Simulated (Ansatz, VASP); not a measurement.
## MnO2: VASP beside Ansatz

```
Mn O
1.0
     4.39600    0.00000    0.00000
     0.00000    4.39600    0.00000
     0.00000    0.00000    2.87100
Mn O
2 4
Direct
  0.00000 0.00000 0.00000
  0.50000 0.50000 0.50000
  0.30200 0.30200 0.00000
  0.19800 0.80200 0.50000
  0.69800 0.69800 0.00000
  0.80200 0.19800 0.50000
```

Alike in both runs: task single point; functional PBEsol; k mesh 4 × 4 × 7; occupations gaussian, width 0.05 eV; collinear spin; Hubbard terms Mn d U = 2.0 eV.

```csv
,VASP,Ansatz
version,VASP 6.6.1,Ansatz 0.2.0
potentials or method,"VASP PAW PBE potentials, release 64 (Mn_pv, O), cutoff 520 eV","scalar-relativistic, plane waves, PAW"
valence electrons in the cell,50,54
```

```csv
,VASP,Ansatz,Ansatz less VASP
gap on the k mesh at the Fermi level (eV),0.09,0.11,+0.017
least direct gap on the mesh (eV),0.11,0.13,+0.021
pressure (GPa),-2.4,-3.6,-1.22
"traceless stress, the component that is largest in VASP (GPa)",-0.78,-0.79,-0.008
rms of the force components (eV/Å),0.218,0.227,+0.0096
net moment per atom (μB),0.00,0.00,0.000
size of the moment on the site where the two differ most (μB),2.74,2.40,-0.342
```

VASP's potentials were made for PBE, not for PBEsol. Site moments also hang on the region over which each program counts them. The programs project onto different local orbitals, so the same U acts differently, and such runs can settle in different states. Atom by atom the forces differ by 0.010 eV/Å (rms over components). VASP's potentials hold 50 valence electrons a cell and Ansatz's 54, so a difference there can come from the potentials and not from the codes.
